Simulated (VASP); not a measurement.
# PbO: single point with PBE

The system is PbO.

```
Pb O
1.0
     4.19686    0.00000    0.00000
    -2.09843    3.63459    0.00000
     0.00000    0.00000    5.62229
Pb O
2 2
Direct
  0.33333 0.66667 0.98047
  0.66667 0.33333 0.48047
  0.33333 0.66667 0.39453
  0.66667 0.33333 0.89453
```

| Item | Value |
| --- | --- |
| Program | VASP 6.6.1 |
| Task | single point |
| Functional | PBE |
| Potentials or basis | VASP PAW PBE potentials, release 64 (Pb_d, O) |
| Cutoff | 520 eV |
| k mesh | 12 × 12 × 4 |
| Occupations | fermi-dirac, width 0.02 eV |
| Spin | no spin polarisation |
| Dipole correction | no |
| Further INCAR settings | ALGO = Normal; EDIFF = 1e-06; NBANDS = 28 |

* Pressure: 2.4 GPa
* Largest force: 0.109 eV/Å
* Band gap on the k mesh: 1.88 eV, indirect (least direct gap 2.08 eV)

Forces on the atoms (eV/Å):
```
Pb   0.000  0.000 -0.109
Pb   0.000  0.000 -0.109
O    0.000  0.000  0.109
O    0.000  0.000  0.109
```

Stress tensor (GPa, compression positive):
```
2.08 0.00 0.00
0.00 2.08 0.00
0.00 0.00 3.05
```

Levels at points of the mesh, in eV from the valence-band top:
```csv
k point,band 16,band 17,band 18,band 19,band 20,band 21,band 22,band 23,band 24,band 25
"(0.00, 0.00, 0.00)",-2.91,-2.91,-2.15,-2.15,-2.15,3.81,4.66,4.66,5.35,5.35
"(0.50, 0.00, 0.00)",-3.70,-2.98,-2.54,-0.97,-0.81,2.15,3.47,4.85,5.40,5.55
"(0.00, 0.00, 0.50)",-2.52,-2.52,-2.52,-1.58,-1.58,3.62,3.62,4.78,4.78,4.78
"(0.50, 0.00, 0.50)",-3.12,-2.65,-2.65,-0.66,-0.66,1.88,1.88,4.84,4.84,5.62
```

It took 50 s on 1 thread of Intel(R) Xeon(R) 6975P-C (Granite Rapids) (shared host), peak memory 0.26 GiB.

Caveat: spin-orbit coupling is left out, which moves the levels of the heavy elements. A k mesh can miss the band edges.
